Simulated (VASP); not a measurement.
# NbN (Fm-3m) in VASP: further runs

The runs below take NbN through single point, with PBE.

Program: VASP 6.6.1. These are calculated values, not measurements. Logs are shortened: lines on timing, memory, paths and dates and some standing lists are left out, and cuts for length are marked.

## Step 1: The cell of the first run

The structure is cubic, space group Fm-3m (No. 225). Conventional cell: a = 4.390 Å, b = 4.390 Å, c = 4.390 Å, α = 90.00°, β = 90.00°, γ = 90.00°. Within 2.9 Å of Nb (site symmetry m-3m) lie 6 N at 2.19 Å. Within 2.9 Å of N (site symmetry m-3m) lie 6 Nb at 2.19 Å.

## Step 2: Single point, PBE

File INCAR:

```
  PREC = Accurate
  ENCUT = 600
  EDIFF = 1E-6
  ISMEAR = 0
  SIGMA = 0.1
  LREAL = False
  LASPH = True
  NELM = 120
  ALGO = Normal
  ISIF = 2
  LWAVE = False
  LCHARG = False
  GGA = PE
  NBANDS = 16
  GGA_COMPAT = False
```

File KPOINTS:

```
Automatic mesh
0
Gamma
  16 16 16
```

File POSCAR:

```
NbN
1.0
    0.0000000000      2.1950000000      2.1950000000
    2.1950000000      0.0000000000      2.1950000000
    2.1950000000      2.1950000000      0.0000000000
Nb N
1 1
Direct
    0.0000000000      0.0000000000      0.0000000000
    0.5000000000      0.5000000000      0.5000000000
```

Potentials or basis: VASP PAW PBE potentials, release 64 (Nb_sv, N).

Launch:

```
cat potpaw_PBE.64/Nb_sv/POTCAR potpaw_PBE.64/N/POTCAR > POTCAR
mpirun -np 1 vasp_std > vasp.out
```

OUTCAR:

```text
PREC = Accurate
   ENCUT = 600
   EDIFF = 1E-6
   ISMEAR = 0
   LREAL = False
   LASPH = True
   NELM = 120
   ISIF = 2
   GGA = PE

 ion  position               nearest neighbor table
   1  0.000  0.000  0.000-   2 2.19   2 2.19   2 2.19   2 2.19   2 2.19   2 2.19
   2  0.500  0.500  0.500-   1 2.19   1 2.19   1 2.19   1 2.19   1 2.19   1 2.19

  LATTYP: Found a face centered cubic cell.
 ALAT       =     4.3900000000

  Lattice vectors:

 A1 = (   0.0000000000,   2.1950000000,   2.1950000000)
 A2 = (   2.1950000000,   0.0000000000,   2.1950000000)
 A3 = (   2.1950000000,   2.1950000000,   0.0000000000)

Analysis of symmetry for initial positions (statically):
=====================================================================
 Subroutine PRICEL returns:
 Original cell was already a primitive cell.

 Routine SETGRP: Setting up the symmetry group for a
 face centered cubic supercell.

 Subroutine GETGRP returns: Found 48 space group operations
 (whereof 48 operations were pure point group operations)
 out of a pool of 48 trial point group operations.

The static configuration has the point symmetry O_h .

Analysis of symmetry for dynamics (positions and initial velocities):
=====================================================================
 Subroutine PRICEL returns:
 Original cell was already a primitive cell.

 Routine SETGRP: Setting up the symmetry group for a
 face centered cubic supercell.

 Subroutine GETGRP returns: Found 48 space group operations
 (whereof 48 operations were pure point group operations)
 out of a pool of 48 trial point group operations.

The dynamic configuration has the point symmetry O_h .

 Subroutine INISYM returns: Found 48 space group operations
 (whereof 48 operations are pure point group operations),
 and found     1 'primitive' translations

----------------------------------------------------------------------------------------

                                     Primitive cell

  volume of cell :      21.1511

  direct lattice vectors                    reciprocal lattice vectors
     0.000000000  2.195000000  2.195000000    -0.227790433  0.227790433  0.227790433
     2.195000000  0.000000000  2.195000000     0.227790433 -0.227790433  0.227790433
     2.195000000  2.195000000  0.000000000     0.227790433  0.227790433 -0.227790433

[... 75 lines left out ...]
   ISTART =      0    job   : 0-new  1-cont  2-samecut
   ICHARG =      2    charge: 1-file 2-atom 10-const
   ISPIN  =      1    spin polarized calculation?
   LNONCOLLINEAR =      F non collinear calculations
   LSORBIT =      F    spin-orbit coupling
   LASPH  =      T    aspherical Exc in radial PAW
   ENCUT  =  600.0 eV  44.10 Ry    6.64 a.u.   6.20  6.20  6.20*2*pi/ulx,y,z
   NELM   =    120;   NELMIN=  2; NELMDL= -5     # of ELM steps
   EDIFF  = 0.1E-05   stopping-criterion for ELM
   LREAL  =      F    real-space projection
   EDIFFG = 0.1E-04   stopping-criterion for IOM
   NSW    =      0    number of steps for IOM
   IBRION =     -1    ionic relax: 0-MD 1-quasi-New 2-CG
   NFREE  =      0    steps in history (QN), initial steepest desc. (CG)
   ISIF   =      2    stress and relaxation
   ISYM   =      2    0-nonsym 1-usesym 2-fastsym
   POTIM  = 0.5000    time-step for ionic-motion
   TEBEG  =    0.0;   TEEND  =   0.0 temperature during run
   PSTRESS=    0.0 pullay stress
   NELECT =      18.0000    total number of electrons
   NUPDOWN=      -1.0000    fix difference up-down
   EMIN   =  10.00;   EMAX   =-10.00  energy-range for DOS
   EFERMI =   0.00;   METHOD = LEGACY
   ISMEAR =     0;   SIGMA  =   0.10  broadening in eV -4-tet -1-fermi 0-gaus
   EFERMI_NEDOS =   21; number of points for ismear=-14 and -15
   IALGO  =     38    algorithm
   IMIX   =      4    mixing-type and parameters
     AMIX     =   0.40;   BMIX     =  1.00
     AMIX_MAG =   1.60;   BMIX_MAG =  1.00
  volume/ion in A,a.u.               =      10.58        71.37
  Fermi-wavevector in a.u.,A,eV,Ry     =   1.551391  2.931703 32.746674  2.406813
  Thomas-Fermi vector in A             =   2.655917
   LORBIT       =      0    0 simple, 1 ext, 2 COOP (PROOUT), +10 PAW based schemes
   GGA     = PE    functional components
   LHFCALC =     F    Hartree Fock is set to
   AEXX    =    0.0000 exact exchange contribution
   IVDW    =     0    specifies the selected vdW correction
   LEPSILON=     F    determine dielectric tensor
   LRPA    =     F    only Hartree local field effects (RPA)
 non-spin polarized calculation
 Gauss-broadening in eV      SIGMA  =   0.10
  energy-cutoff  :      600.00
  volume of cell :       21.15
 maximum number of plane-waves:       725
 NGX is ok and might be reduce to    28
   NGX = 13   NGY = 13   NGZ = 13

 number of electron      17.9999999 magnetization

 Free energy of the ion-electron system (eV)
  ---------------------------------------------------
  ext. energy  EPLUGINS =         0.00000000
  ---------------------------------------------------
  free energy    TOTEN  =       -20.52934277 eV

  energy without entropy =      -20.52312320  energy(sigma->0) =      -20.52623298

 E-fermi :  14.0440     XC(G=0): -13.3927

 val. band max:       14.0434470118   @ k =  -0.2500   0.3750   0.1250
 cond. band min:      14.0621137290   @ k =  -0.3125   0.0625   0.0000
 fundamental gap:      0.0186667173
 Fermi energy:        14.0440122604

 k-point     1 :       0.0000    0.0000    0.0000
  band No.  band energies     occupation
      1     -42.3734      2.00000
      2     -18.0230      2.00000
      3     -18.0230      2.00000
      4     -18.0230      2.00000
      5      -3.6042      2.00000
      6      10.6911      2.00000
[... 433 lines left out ...]
      3     -18.0496      2.00000
      4     -18.0247      2.00000
      5      -3.3798      2.00000
      6       9.5647      2.00000
[... 8 lines left out ...]
     15      24.1278      0.00000
     16      34.6187      0.00000

 [... further k-points ...]
[... 5 lines left out ...]
  --------------------------------------------------------------------------------------
  -------------------------------------------------------------------------------------
  Total        0.8180262      0.8180262      0.8180262      0.0000000      0.0000000      0.0000000
  in kB       61.9646846     61.9646846     61.9646846      0.0000000      0.0000000      0.0000000
  external PRESSURE =      61.9646846 kB  Pullay stress =       0.0000000 kB

 VOLUME and BASIS-vectors are now :
 -----------------------------------------------------------------------------
  energy-cutoff  :      600.00
  volume of cell :       21.15
      direct lattice vectors                 reciprocal lattice vectors
     0.000000000  2.195000000  2.195000000    -0.227790433  0.227790433  0.227790433
     2.195000000  0.000000000  2.195000000     0.227790433 -0.227790433  0.227790433
     2.195000000  2.195000000  0.000000000     0.227790433  0.227790433 -0.227790433

 POSITION                                       TOTAL-FORCE (eV/Angst)
 -----------------------------------------------------------------------------------
      0.00000      0.00000      0.00000         0.000000      0.000000      0.000000
      2.19500      2.19500      2.19500        -0.000000     -0.000000     -0.000000
 -----------------------------------------------------------------------------------
    total drift:                                0.000000      0.000000      0.000000

  FREE ENERGIE OF THE ION-ELECTRON SYSTEM (eV)
  ---------------------------------------------------
  free  energy   TOTEN  =       -20.5293427681 eV

  energy  without entropy=      -20.5231231982  energy(sigma->0) =      -20.52623298
```

stdout:

```text
POSCAR found type information on POSCAR NbN
 POSCAR found :  2 types and       2 ions
 scaLAPACK will be used
 LDA part: xc-table for (Slater+PW92), standard interpolation
 POSCAR, INCAR and KPOINTS ok, starting setup
 FFT: planning ... GRIDC
 FFT: planning ... GRID_SOFT
 FFT: planning ... GRID
 WAVECAR not read
 entering main loop
```

Run time: 69 s. Hardware: 1 thread of AMD EPYC 7R43 (Zen 3), shared host; peak memory 0.17 GiB.

What came out:

| Item | Value |
| --- | --- |
| Free energy | -20.5293 eV |
| Pressure | 6.2 GPa |
| Band gap on the k mesh | zero (bands 9 and 10 overlap by 3.50 eV) |

Caveat: the cell stands under pressure.

## Step 3: Single point, PBE

File INCAR:

```
SYSTEM = NbN
  ALGO = Normal
  EDIFF = 1E-6
  ENCUT = 600
  GGA = PE
  GGA_COMPAT = .False.
  ISIF = 2
  ISMEAR = 0
  LASPH = .True.
  LCHARG = .False.
  LREAL = .False.
  LWAVE = .False.
  NBANDS = 16
  NELM = 120
  PREC = Accurate
  SIGMA = 0.1
```

File KPOINTS:

```
k-points
0
Gamma
  16 16 16
  0 0 0
```

POSCAR is that of step 2.

Potentials or basis: VASP PAW PBE potentials, release 64 (Nb_sv, N).

Launch:

```
cat potpaw_PBE.64/Nb_sv/POTCAR potpaw_PBE.64/N/POTCAR > POTCAR
mpirun -np 1 vasp_std > vasp.out
```

OUTCAR:

```text
SYSTEM = NbN
   EDIFF = 1E-6
   ENCUT = 600
   GGA = PE
   ISIF = 2
   ISMEAR = 0
   LASPH = .True.
   LREAL = .False.
   NELM = 120
   PREC = Accurate

 ion  position               nearest neighbor table
   1  0.000  0.000  0.000-   2 2.19   2 2.19   2 2.19   2 2.19   2 2.19   2 2.19
   2  0.500  0.500  0.500-   1 2.19   1 2.19   1 2.19   1 2.19   1 2.19   1 2.19

  LATTYP: Found a face centered cubic cell.
 ALAT       =     4.3900000000

  Lattice vectors:

 A1 = (   0.0000000000,   2.1950000000,   2.1950000000)
 A2 = (   2.1950000000,   0.0000000000,   2.1950000000)
 A3 = (   2.1950000000,   2.1950000000,   0.0000000000)

Analysis of symmetry for initial positions (statically):
=====================================================================
 Subroutine PRICEL returns:
 Original cell was already a primitive cell.

 Routine SETGRP: Setting up the symmetry group for a
 face centered cubic supercell.

 Subroutine GETGRP returns: Found 48 space group operations
 (whereof 48 operations were pure point group operations)
 out of a pool of 48 trial point group operations.

The static configuration has the point symmetry O_h .

[... 156 lines left out ...]
  ---------------------------------------------------
  free energy    TOTEN  =       -20.52934277 eV

  energy without entropy =      -20.52312320  energy(sigma->0) =      -20.52623298

 E-fermi :  14.0440     XC(G=0): -13.3927

 val. band max:       14.0434470118   @ k =  -0.2500   0.3750   0.1250
 cond. band min:      14.0621137290   @ k =  -0.3125   0.0625   0.0000
 fundamental gap:      0.0186667173
 Fermi energy:        14.0440122604

 k-point     1 :       0.0000    0.0000    0.0000
  band No.  band energies     occupation
      1     -42.3734      2.00000
      2     -18.0230      2.00000
      3     -18.0230      2.00000
      4     -18.0230      2.00000
      5      -3.6042      2.00000
      6      10.6911      2.00000
[... 433 lines left out ...]
      3     -18.0496      2.00000
      4     -18.0247      2.00000
      5      -3.3798      2.00000
      6       9.5647      2.00000
[... 8 lines left out ...]
     15      24.1278      0.00000
     16      34.6187      0.00000

 [... further k-points ...]
[... 5 lines left out ...]
  --------------------------------------------------------------------------------------
  -------------------------------------------------------------------------------------
  Total        0.8180262      0.8180262      0.8180262      0.0000000      0.0000000      0.0000000
  in kB       61.9646846     61.9646846     61.9646846      0.0000000      0.0000000      0.0000000
  external PRESSURE =      61.9646846 kB  Pullay stress =       0.0000000 kB

 VOLUME and BASIS-vectors are now :
 -----------------------------------------------------------------------------
  energy-cutoff  :      600.00
  volume of cell :       21.15
      direct lattice vectors                 reciprocal lattice vectors
     0.000000000  2.195000000  2.195000000    -0.227790433  0.227790433  0.227790433
     2.195000000  0.000000000  2.195000000     0.227790433 -0.227790433  0.227790433
     2.195000000  2.195000000  0.000000000     0.227790433  0.227790433 -0.227790433

 POSITION                                       TOTAL-FORCE (eV/Angst)
 -----------------------------------------------------------------------------------
      0.00000      0.00000      0.00000         0.000000      0.000000      0.000000
      2.19500      2.19500      2.19500        -0.000000     -0.000000     -0.000000
 -----------------------------------------------------------------------------------
    total drift:                                0.000000      0.000000      0.000000

  FREE ENERGIE OF THE ION-ELECTRON SYSTEM (eV)
  ---------------------------------------------------
  free  energy   TOTEN  =       -20.5293427681 eV

  energy  without entropy=      -20.5231231982  energy(sigma->0) =      -20.52623298
```

Wall time 71 s (1 thread of AMD EPYC 7R43 (Zen 3), shared host); peak memory 0.17 GiB.

What came out:

- Free energy: -20.5293 eV
- Pressure: 6.2 GPa
- Band gap on the k mesh: zero (bands 9 and 10 overlap by 3.50 eV)

Caveat: the cell stands under pressure.
